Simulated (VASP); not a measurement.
# PtS2 (P-3m1) in VASP: further runs

The runs below take PtS2 through single point, with PBE.

All numbers are computed with VASP 6.6.1; they aren't measurements. Logs are shortened: lines on timing, memory, paths and dates and some standing lists are left out, and cuts for length are marked.

### 1 The cell of the first run

Symmetry: P-3m1, No. 164, trigonal system. Conventional cell: a = 3.471 Å, b = 3.471 Å, c = 4.936 Å, α = 90.00°, β = 90.00°, γ = 120.00°. Within 3.0 Å of Pt (site symmetry -3m) lie 6 S at 2.30 Å. Within 3.1 Å of S (site symmetry 3m) lie 3 Pt at 2.30 Å and 3 S at 3.01 Å.

### 2 Single point, PBE

The input, INCAR:

```
SYSTEM = PtS2
ALGO = Normal
EDIFF = 1E-6
ENCUT = 570
GGA = PE
GGA_COMPAT = .FALSE.
ISIF = 2
ISMEAR = -1
LASPH = .TRUE.
LCHARG = .TRUE.
LELF = .TRUE.
LREAL = .FALSE.
LVHAR = .TRUE.
LWAVE = .FALSE.
NBANDS = 22
NELM = 120
PREC = Accurate
SIGMA = 0.05
```

The input, KPOINTS:

```
k-points
0
G
  7 7 5
  0 0 0
```

The input, POSCAR:

```
PtS2
1.0
    3.4708695004      0.0000000000      0.0000000000
   -1.7354347502      3.0058611606      0.0000000000
    0.0000000000      0.0000000000      4.9359384846
Pt S
1 2
Direct
    0.0000000000      0.0000000000      0.0000000000
    0.6666666667      0.3333333333      0.7730000000
    0.3333333333      0.6666666667      0.2270000000
```

Potentials or basis: VASP PAW PBE potentials, release 64 (Pt_sv_GW, S).

Started as:

```sh
$ cat potpaw_PBE.64/Pt_sv_GW/POTCAR potpaw_PBE.64/S/POTCAR > POTCAR
$ mpirun -np 1 vasp_std > vasp.out
```

OUTCAR:

```text
SYSTEM = PtS2
   EDIFF = 1E-6
   ENCUT = 570
   GGA = PE
   ISIF = 2
   ISMEAR = -1
   LASPH = .TRUE.
   LREAL = .FALSE.
   NELM = 120
   PREC = Accurate

 ion  position               nearest neighbor table
   1  0.000  0.000  0.000-   2 2.30   3 2.30   2 2.30   3 2.30   2 2.30   3 2.30
   2  0.667  0.333  0.773-   1 2.30   1 2.30   1 2.30
   3  0.333  0.667  0.227-   1 2.30   1 2.30   1 2.30

  LATTYP: Found a hexagonal cell.
 ALAT       =     3.4708695004
 C/A-ratio  =     1.4221043125

  Lattice vectors:

 A1 = (   3.4708695004,   0.0000000000,   0.0000000000)
 A2 = (  -1.7354347502,   3.0058611606,   0.0000000000)
 A3 = (   0.0000000000,   0.0000000000,   4.9359384846)

Analysis of symmetry for initial positions (statically):
=====================================================================
 Subroutine PRICEL returns:
 Original cell was already a primitive cell.

 Routine SETGRP: Setting up the symmetry group for a
 hexagonal supercell.

 Subroutine GETGRP returns: Found 12 space group operations
 (whereof 12 operations were pure point group operations)
 out of a pool of 24 trial point group operations.

The static configuration has the point symmetry D_3d.

Analysis of symmetry for dynamics (positions and initial velocities):
=====================================================================
 Subroutine PRICEL returns:
 Original cell was already a primitive cell.

 Routine SETGRP: Setting up the symmetry group for a
 hexagonal supercell.

 Subroutine GETGRP returns: Found 12 space group operations
 (whereof 12 operations were pure point group operations)
 out of a pool of 24 trial point group operations.

The dynamic configuration has the point symmetry D_3d.

 Subroutine INISYM returns: Found 12 space group operations
 (whereof 12 operations are pure point group operations),
 and found     1 'primitive' translations

----------------------------------------------------------------------------------------

                                     Primitive cell

  volume of cell :      51.4964

  direct lattice vectors                    reciprocal lattice vectors
     3.470869500  0.000000000  0.000000000     0.288112244  0.166341682  0.000000000
    -1.735434750  3.005861161  0.000000000     0.000000000  0.332683363  0.000000000
     0.000000000  0.000000000  4.935938485     0.000000000  0.000000000  0.202595718

  length of vectors
     3.470869500  3.470869500  4.935938485     0.332683363  0.332683363  0.202595718

  position of ions in fractional coordinates (direct lattice)
     0.000000000  0.000000000  0.000000000
     0.666666667  0.333333333  0.773000000
     0.333333333  0.666666667  0.227000000

  ion indices of the primitive-cell ions
   primitive index   ion index
                 1           1
                 2           2
                 3           3

----------------------------------------------------------------------------------------

 KPOINTS: k-points

Automatic generation of k-mesh.
 Grid dimensions read from file:
 generate k-points for:    7    7    5

 Generating k-lattice:

  Cartesian coordinates                     Fractional coordinates (reciprocal lattice)
     0.041158892  0.023763097  0.000000000     0.142857143  0.000000000  0.000000000
     0.000000000  0.047526195  0.000000000     0.000000000  0.142857143  0.000000000
     0.000000000  0.000000000  0.040519144     0.000000000  0.000000000  0.200000000

  Length of vectors
     0.047526195  0.047526195  0.040519144

  Shift w.r.t. Gamma in fractional coordinates (k-lattice)
     0.000000000  0.000000000  0.000000000

 Subroutine IBZKPT returns following result:
 ===========================================

 Found     32 irreducible k-points:

 Following reciprocal coordinates:
            Coordinates               Weight
  0.000000  0.000000  0.000000      1.000000
  0.142857 -0.000000  0.000000      6.000000
  0.285714 -0.000000  0.000000      6.000000
  0.428571 -0.000000  0.000000      6.000000
  0.142857  0.142857  0.000000      6.000000
  0.285714  0.142857  0.000000     12.000000
[... 16 lines left out ...]
  0.000000  0.142857  0.400000      6.000000
  0.285714 -0.000000  0.400000      6.000000
 [... further k-points ...]
   k-points           NKPTS =     32   k-points in BZ     NKDIM =     32   number of bands    NBANDS=     22
   number of dos      NEDOS =    301   number of ions     NIONS =      3
   total plane-waves  NPLWV =  31360
   dimension x,y,z NGX =    28 NGY =   28 NGZ =   40
   dimension x,y,z NGXF=    56 NGYF=   56 NGZF=   80
   ions per type =               1   2
   NGX,Y,Z   is equivalent  to a cutoff of  13.41, 13.41, 13.47 a.u.
   NGXF,Y,Z  is equivalent  to a cutoff of  26.82, 26.82, 26.94 a.u.
 SYSTEM =  PtS2
   PREC   = accura    normal or accurate (medium, high low for compatibility)
   ISTART =      0    job   : 0-new  1-cont  2-samecut
   ICHARG =      2    charge: 1-file 2-atom 10-const
   ISPIN  =      1    spin polarized calculation?
   LNONCOLLINEAR =      F non collinear calculations
   LSORBIT =      F    spin-orbit coupling
   LASPH  =      T    aspherical Exc in radial PAW
   ENCUT  =  570.0 eV  41.89 Ry    6.47 a.u.   6.76  6.76  9.61*2*pi/ulx,y,z
   NELM   =    120;   NELMIN=  2; NELMDL= -5     # of ELM steps
   EDIFF  = 0.1E-05   stopping-criterion for ELM
   LREAL  =      F    real-space projection
   EDIFFG = 0.1E-04   stopping-criterion for IOM
   NSW    =      0    number of steps for IOM
   IBRION =     -1    ionic relax: 0-MD 1-quasi-New 2-CG
   NFREE  =      0    steps in history (QN), initial steepest desc. (CG)
   ISIF   =      2    stress and relaxation
   ISYM   =      2    0-nonsym 1-usesym 2-fastsym
   POTIM  = 0.5000    time-step for ionic-motion
   TEBEG  =    0.0;   TEEND  =   0.0 temperature during run
   PSTRESS=    0.0 pullay stress
   NELECT =      30.0000    total number of electrons
   NUPDOWN=      -1.0000    fix difference up-down
   EMIN   =  10.00;   EMAX   =-10.00  energy-range for DOS
   EFERMI =   0.00;   METHOD = LEGACY
   ISMEAR =    -1;   SIGMA  =   0.05  broadening in eV -4-tet -1-fermi 0-gaus
   EFERMI_NEDOS =   21; number of points for ismear=-14 and -15
   IALGO  =     38    algorithm
   IMIX   =      4    mixing-type and parameters
     AMIX     =   0.40;   BMIX     =  1.00
     AMIX_MAG =   1.60;   BMIX_MAG =  1.00
  volume/ion in A,a.u.               =      17.17       115.84
  Fermi-wavevector in a.u.,A,eV,Ry     =   1.367276  2.583777 25.435334  1.869444
  Thomas-Fermi vector in A             =   2.493343
   LORBIT       =      0    0 simple, 1 ext, 2 COOP (PROOUT), +10 PAW based schemes
   GGA     = PE    functional components
   LHFCALC =     F    Hartree Fock is set to
   AEXX    =    0.0000 exact exchange contribution
   IVDW    =     0    specifies the selected vdW correction
   LEPSILON=     F    determine dielectric tensor
   LRPA    =     F    only Hartree local field effects (RPA)
 non-spin polarized calculation
  energy-cutoff  :      570.00
  volume of cell :       51.50
 maximum number of plane-waves:      1600
 NGX is ok and might be reduce to    28
   NGX = 13   NGY = 13   NGZ = 19

 number of electron      30.0000002 magnetization

 Free energy of the ion-electron system (eV)
  ---------------------------------------------------
  ext. energy  EPLUGINS =         0.00000000
  ---------------------------------------------------
  free energy    TOTEN  =       -14.88288558 eV

  energy without entropy =      -14.88288001  energy(sigma->0) =      -14.88288280

 E-fermi :   7.9642     XC(G=0): -11.0605

 val. band max:        7.4926690935   @ k =   0.0000   0.1429   0.2000
 cond. band min:       8.4422988996   @ k =   0.0000   0.2857   0.2000
 fundamental gap:      0.9496298061
 Fermi energy:         7.9642083574

 k-point     1 :       0.0000    0.0000    0.0000
  band No.  band energies     occupation
      1     -92.4630      2.00000
      2     -46.6765      2.00000
      3     -46.6765      2.00000
      4     -46.4932      2.00000
      5      -8.6904      2.00000
      6      -5.0303      2.00000
[... 14 lines left out ...]
     21      15.3783      0.00000
     22      19.8863      0.00000

 k-point     2 :       0.1429   -0.0000    0.0000
  band No.  band energies     occupation
      1     -92.4628      2.00000
      2     -46.6825      2.00000
      3     -46.6781      2.00000
      4     -46.4923      2.00000
      5      -8.3900      2.00000
      6      -5.2474      2.00000
[... 14 lines left out ...]
     21      16.2768      0.00000
     22      18.0675      0.00000

 k-point     3 :       0.2857   -0.0000    0.0000
  band No.  band energies     occupation
      1     -92.4624      2.00000
      2     -46.6957      2.00000
      3     -46.6814      2.00000
      4     -46.4905      2.00000
      5      -7.5910      2.00000
      6      -5.6816      2.00000
[... 14 lines left out ...]
     21      16.5986      0.00000
     22      16.6390      0.00000

 k-point     4 :       0.4286   -0.0000    0.0000
  band No.  band energies     occupation
      1     -92.4623      2.00000
      2     -46.7066      2.00000
      3     -46.6842      2.00000
      4     -46.4891      2.00000
      5      -6.7005      2.00000
      6      -6.0349      2.00000
[... 14 lines left out ...]
     21      16.0563      0.00000
     22      18.3229      0.00000

 k-point     5 :       0.1429    0.1429    0.0000
  band No.  band energies     occupation
      1     -92.4626      2.00000
      2     -46.6913      2.00000
      3     -46.6813      2.00000
      4     -46.4911      2.00000
      5      -7.8362      2.00000
      6      -5.5638      2.00000
[... 14 lines left out ...]
     21      16.9419      0.00000
     22      17.4578      0.00000

 k-point     6 :       0.2857    0.1429    0.0000
  band No.  band energies     occupation
      1     -92.4623      2.00000
      2     -46.7018      2.00000
      3     -46.6860      2.00000
      4     -46.4894      2.00000
      5      -6.9557      2.00000
      6      -5.9240      2.00000
[... 14 lines left out ...]
     21      16.4204      0.00000
     22      17.5920      0.00000

 k-point     7 :       0.4286    0.1429    0.0000
  band No.  band energies     occupation
      1     -92.4622      2.00000
      2     -46.7063      2.00000
      3     -46.6882      2.00000
      4     -46.4887      2.00000
      5      -6.3845      2.00000
      6      -6.1378      2.00000
[... 324 lines left out ...]
      6      -6.1185      2.00000
[... 14 lines left out ...]
     21      16.8546      0.00000
     22      17.8277      0.00000

 k-point    21 :       0.0000    0.0000    0.4000
  band No.  band energies     occupation
      1     -92.4629      2.00000
      2     -46.6766      2.00000
      3     -46.6766      2.00000
      4     -46.4928      2.00000
      5      -8.4243      2.00000
      6      -5.7628      2.00000
[... 14 lines left out ...]
     21      15.2218      0.00000
     22      17.4355      0.00000

 k-point    22 :       0.1429   -0.0000    0.4000
  band No.  band energies     occupation
      1     -92.4628      2.00000
      2     -46.6825      2.00000
      3     -46.6781      2.00000
      4     -46.4922      2.00000
      5      -8.1231      2.00000
      6      -5.8493      2.00000
[... 14 lines left out ...]
     21      15.9330      0.00000
     22      16.8200      0.00000

 k-point    23 :       0.0000    0.1429    0.4000
  band No.  band energies     occupation
      1     -92.4628      2.00000
      2     -46.6825      2.00000
      3     -46.6781      2.00000
      4     -46.4922      2.00000
      5      -8.1268      2.00000
      6      -5.8380      2.00000
[... 14 lines left out ...]
     21      16.4214      0.00000
     22      16.4977      0.00000

 k-point    24 :       0.2857   -0.0000    0.4000
  band No.  band energies     occupation
      1     -92.4622      2.00000
      2     -46.6957      2.00000
      3     -46.6813      2.00000
      4     -46.4903      2.00000
      5      -7.3284      2.00000
      6      -6.0534      2.00000
[... 14 lines left out ...]
     21      17.3732      0.00000
     22      17.6333      0.00000

 [... further k-points ...]
[... 5 lines left out ...]
  --------------------------------------------------------------------------------------
  -------------------------------------------------------------------------------------
  Total        8.2239301      8.2239301      5.9401425      0.0000000     -0.0000000      0.0000000
  in kB      255.8662772    255.8662772    184.8121455      0.0000000     -0.0000000      0.0000000
  external PRESSURE =     232.1815667 kB  Pullay stress =       0.0000000 kB

 VOLUME and BASIS-vectors are now :
 -----------------------------------------------------------------------------
  energy-cutoff  :      570.00
  volume of cell :       51.50
      direct lattice vectors                 reciprocal lattice vectors
     3.470869500  0.000000000  0.000000000     0.288112244  0.166341682  0.000000000
    -1.735434750  3.005861161  0.000000000     0.000000000  0.332683363  0.000000000
     0.000000000  0.000000000  4.935938485     0.000000000  0.000000000  0.202595718

 POSITION                                       TOTAL-FORCE (eV/Angst)
 -----------------------------------------------------------------------------------
      0.00000      0.00000      0.00000         0.000000      0.000000      0.000000
      1.73543      1.00195      3.81548        -0.000000      0.000000     -2.281758
     -0.00000      2.00391      1.12046         0.000000     -0.000000      2.281758
 -----------------------------------------------------------------------------------
    total drift:                                0.000000      0.000000      0.000000

  FREE ENERGIE OF THE ION-ELECTRON SYSTEM (eV)
  ---------------------------------------------------
  free  energy   TOTEN  =       -14.8828855816 eV

  energy  without entropy=      -14.8828800130  energy(sigma->0) =      -14.88288280
```

It took 37 s on 1 thread of Intel Xeon Platinum 8488C (Sapphire Rapids), shared host; peak memory 0.2 GiB.

Results:

```yaml
Free_energy: -14.8829 eV
Pressure: 23.2 GPa
Largest_force: 2.282 eV/Å
Band_gap_on_the_k_mesh: 0.95 eV (least direct gap 1.24 eV)
```

Forces in eV/Å, atoms in the order of the input:
```
Pt   0.000  0.000  0.000
S    0.000  0.000 -2.282
S    0.000  0.000  2.282
```

Caveat: the stress differs along the axes, from 18 to 26 GPa; spin-orbit coupling is left out, which moves the levels of the heavy elements; forces of over 1 eV/Å act on the atoms, so gaps and moduli don't describe the material at rest. PBE gaps usually lie below the measured ones, often by a third to a half.

### 3 Single point, PBE

This run uses another cell than the first one, of 17.53 Å³/atom.

The input, INCAR:

```
PREC = Accurate
ENCUT = 570
EDIFF = 1E-6
ISMEAR = -1
SIGMA = 0.05
LREAL = False
LASPH = True
NELM = 120
ALGO = Normal
ISIF = 2
LWAVE = False
LCHARG = True
GGA = PE
LELF = True
LVHAR = True
NBANDS = 22
GGA_COMPAT = False
```

The input, KPOINTS:

```
Automatic mesh
0
Gamma
  7 7 5
```

The input, POSCAR:

```
PtS2
1.0
    3.4953130487      0.0000000000      0.0000000000
   -1.7476565244      3.0270298944      0.0000000000
    0.0000000000      0.0000000000      4.9706997601
Pt S
1 2
Direct
    0.0000000000      0.0000000000      0.0000000000
    0.6666666667      0.3333333333      0.7730000000
    0.3333333333      0.6666666667      0.2270000000
```

Potentials or basis: VASP PAW PBE potentials, release 64 (Pt_sv_GW, S).

Started as:

```sh
$ cat potpaw_PBE.64/Pt_sv_GW/POTCAR potpaw_PBE.64/S/POTCAR > POTCAR
$ mpirun -np 1 vasp_std > vasp.out
```

Run time: 37 s. Hardware: 1 thread of Intel Xeon Platinum 8488C (Sapphire Rapids), shared host; peak memory 0.2 GiB.

The run converged. Its results:

| Property | Result |
| --- | --- |
| Free energy | -15.0292 eV |
| Pressure | 18.6 GPa |
| Largest force | 1.901 eV/Å |
| Band gap on the k mesh | 0.93 eV (least direct gap 1.22 eV) |

Forces on the atoms (eV/Å):
```
Pt   0.000  0.000  0.000
S    0.000  0.000 -1.901
S    0.000  0.000  1.901
```

Stress tensor (GPa, compression positive):
```
20.30  0.00  0.00
 0.00 20.30  0.00
 0.00  0.00 15.27
```

Levels at points of the mesh, in eV from the valence-band top:
| k point | band 12 | band 13 | band 14 | band 15 | band 16 | band 17 | band 18 | band 19 |
| --- | --- | --- | --- | --- | --- | --- | --- | --- |
| (0.00, 0.00, 0.00) | -1.88 | -1.19 | -1.19 | -0.17 | 2.57 | 2.57 | 4.74 | 6.11 |

Caveat: the stress differs along the axes, from 15 to 20 GPa; spin-orbit coupling is left out, which moves the levels of the heavy elements; forces of over 1 eV/Å act on the atoms, so gaps and moduli don't describe the material at rest. As with any semilocal functional, this PBE gap is likely too small.
